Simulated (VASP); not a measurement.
A run of VASP 6.6.1:

File INCAR:

```
SYSTEM = ScAl3
PREC = Accurate
ENCUT = 600
EDIFF = 1E-6
ISMEAR = 0
SIGMA = 0.1
LREAL = .FALSE.
LASPH = .TRUE.
NELM = 80
ALGO = Normal
ISIF = 3
LWAVE = .FALSE.
LCHARG = .FALSE.
GGA = PE
IBRION = 2
NSW = 70
EDIFFG = -0.008
PSTRESS = -30.0
```

KPOINTS

```
regular mesh
0
G
  10 10 10
  0 0 0
```

POSCAR

```
ScAl3
1.0
    4.1441309612      0.0000000000      0.0000000000
    0.0000000000      4.1441309612      0.0000000000
    0.0000000000      0.0000000000      4.1441309612
Sc Al
1 3
Direct
    0.0000000000      0.0000000000      0.0000000000
    0.5000000000      0.0000000000      0.5000000000
    0.0000000000      0.5000000000      0.5000000000
    0.5000000000      0.5000000000      0.0000000000
```

Potentials or basis: VASP PAW PBE potentials, release 64 (Sc_sv, Al).

The run is started by

```sh
$ cat potpaw_PBE.64/Sc_sv/POTCAR potpaw_PBE.64/Al/POTCAR > POTCAR
$ mpirun -np 1 vasp_std > vasp.out
```

Hardware: 1 thread of Intel Xeon 8259CL, on a shared host.

Q: How long does it take, and how much memory?

A: It took 3 min on 1 thread of Intel Xeon 8259CL (shared host), peak memory 0.26 GiB. Counts: scf iterations 25, k points 56, ion steps 3.
